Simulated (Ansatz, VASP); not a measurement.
## Two plane-wave programs on Bi2Se3

```
Bi Se
1.0
     2.07150    1.19598    9.54533
    -2.07150    1.19598    9.54533
     0.00000   -2.39196    9.54533
Bi Se
2 3
Direct
  0.40080 0.40080 0.40080
  0.59920 0.59920 0.59920
  0.00000 0.00000 0.00000
  0.21170 0.21170 0.21170
  0.78830 0.78830 0.78830
```

Alike in both runs: task electric field gradients; functional PBE; k mesh 6 × 6 × 6; occupations fermi-dirac, width 0.03 eV; no spin polarisation.

|  | VASP | Ansatz |
| --- | --- | --- |
| version | VASP 6.6.1 | Ansatz 0.2.0 |
| potentials or method | VASP PAW PBE potentials, release 64 (Bi_d, Se) | PAW with Ansatz's default frozen-core files, scalar-relativistic |
| plane-wave cutoff (eV) | 520 | 420 |
| valence electrons in the cell | 48 | 78 |

Ansatz gave:

```
pressure (GPa)                                       : 2.5
rms of the force components (eV/Å)                   : 0.092
size of Vzz on the site where it differs most (V/Å²) : 2.2
```

Q: What did VASP give for the same quantities?

A: Pressure (GPa): 2.5; rms of the force components (eV/Å): 0.098; size of Vzz on the site where it differs most (V/Å²): 5.4.

Atom by atom the forces differ by 0.006 eV/Å (rms over components). VASP's potentials hold 48 valence electrons a cell and Ansatz's 78, so a difference there can come from the potentials and not from the codes.

Neither program's run includes spin-orbit coupling.
